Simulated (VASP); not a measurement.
Set up this calculation in VASP 6.6.1, as the native input.

```
Task                   : relaxation of cell and atoms
Functional             : PBE
Potentials or basis    : VASP PAW PBE potentials, release 64 (Co, O)
Cutoff                 : 600 eV
k mesh                 : 10 × 10 × 6
Occupations            : gaussian, width 0.02 eV
Spin                   : collinear spin, antiferromagnetic start
Starting moments       : [2.9, -2.9, 0.0, 0.0] μB
Hubbard terms          : Co d U = 5.3 eV
Dipole correction      : no
Further INCAR settings : ALGO = Normal; EDIFF = 1e-06; IBRION = 2; EDIFFG = -0.002; NSW = 100; ISIF = 3
```

The structure of CoO (u3) lies in POSCAR:

```
CoO
1.0
    0.0000000000      2.1293820557     -2.1293820557
    0.0000000000      2.1293820557      2.1293820557
    4.5339239981      0.0000000000      0.0000000000
Co O
2 2
Direct
    0.0000000000      0.0000000000      0.0000000000
    0.5000000000      0.5000000000      0.5000000000
    0.0000000000      1.0000000000      0.5000000000
    0.5000000000      1.5000000000      1.0000000000
```

The input as run:

INCAR

```
PREC = Accurate
ENCUT = 600
EDIFF = 1E-6
ISMEAR = 0
SIGMA = 0.02
LREAL = False
LASPH = True
NELM = 150
ALGO = Normal
ISIF = 3
LWAVE = False
LCHARG = False
ISPIN = 2
MAGMOM = 2.9 -2.9 0 0
LORBIT = 11
LMAXMIX = 4
LDAU = True
LDAUTYPE = 2
LDAUL = 2 -1
LDAUU = 5.3 0
LDAUJ = 0 0
LDAUPRINT = 1
GGA = PE
IBRION = 2
NSW = 100
EDIFFG = -0.002
```

KPOINTS

```
regular mesh
0
Gamma
  10 10 6
```

Potentials or basis: VASP PAW PBE potentials, release 64 (Co, O).

Run with:

```console
$ cat potpaw_PBE.64/Co/POTCAR potpaw_PBE.64/O/POTCAR > POTCAR
$ mpirun -np 1 vasp_std > vasp.out
```

It gave:

| Item | Value |
| --- | --- |
| Relaxed volume | 9.93 Å³/atom |
| Relaxed cell | a = 2.977 Å, b = 2.977 Å, c = 4.484 Å, α = 90.00°, β = 90.00°, γ = 90.00° |
| Space group after relaxing (to 0.05 Å) | I4/mmm (No. 139) |
| Energy gained by relaxing | 6.0 meV/atom |
| Ionic steps | 8 |
| Pressure after relaxing | 0.0 GPa |
| Band gap on the k mesh | 1.41 eV |
| Net moment | 0.00 μB per cell |
| Site moments | Co +2.81, -2.81; O -0.08, +0.08 μB |
| Valence electrons inside the program's atomic spheres | Co 7.79; O 5.01 |

Run time: 8.5 min on 1 thread of AMD EPYC 7R43 64-Core Processor (Zen 3) (shared host), peak memory 0.23 GiB.
